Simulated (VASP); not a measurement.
HgTe: electric field gradients with PBE

HgTe:

```
Hg Te
1.0
     0.00000    2.92150    2.86307
     2.92150    0.00000    2.86307
     2.92150    2.92150    0.00000
Hg Te
1 1
Direct
  0.00000 0.00000 0.00000
  0.50000 0.50000 0.50000
```

This cell differs from its parent crystal: zz strain of -2 %.

```
Program                : VASP 6.6.1
Task                   : electric field gradients
Functional             : PBE
Potentials or basis    : VASP PAW PBE potentials, release 64 (Hg, Te)
Cutoff                 : 520 eV
k mesh                 : 10 × 10 × 10
Occupations            : fermi-dirac, width 0.08 eV
Spin                   : no spin polarisation
Dipole correction      : no
Further INCAR settings : ALGO = Normal; EDIFF = 1e-08; NBANDS = 16
```

- Pressure: 12.8 GPa
- Band gap on the k mesh: zero (band 9 reaches 6.74 eV, above the bottom of band 10 at 3.24 eV)

Stress tensor (GPa, compression positive):
```
11.66  0.00  0.00
 0.00 11.66  0.00
 0.00  0.00 15.04
```

Levels at points of the mesh, in eV from the Fermi level:
```csv
k point,band 5,band 6,band 7,band 8,band 9,band 10,band 11,band 12,band 13,band 14
"(0.00, 0.00, 0.00)",-7.31,-7.25,-1.04,-0.89,-0.89,-0.24,7.71,7.71,7.78,7.82
"(0.50, 0.00, 0.00)",-7.04,-7.04,-6.16,0.37,0.53,2.44,3.63,3.83,4.48,10.94
"(0.50, 0.50, 0.00)",-6.93,-5.98,-5.34,-3.07,-2.97,-2.97,4.54,9.96,9.96,10.72
"(0.50, 0.00, 0.50)",-6.92,-6.05,-5.33,-2.99,-2.89,-2.77,4.67,9.72,10.36,10.65
```

Electric field gradients, principal values (V/Å²):
| atom | least | middle | greatest (by size) |
| --- | --- | --- | --- |
| 1 Hg | 21.095 | 21.097 | -42.192 |
| 2 Te | -12.801 | -12.802 | 25.603 |

Run time: 43 s on 1 thread of Intel(R) Xeon(R) 6975P-C (Granite Rapids), with other jobs on the host, peak memory 0.23 GiB.

Caveat: the cell differs from its parent crystal (zz strain of -2 %); without QUAD_EFG the Cq values of the log hold for a quadrupole moment of 1 mb, not for the nuclei; spin-orbit coupling is left out, which moves the levels of the heavy elements.
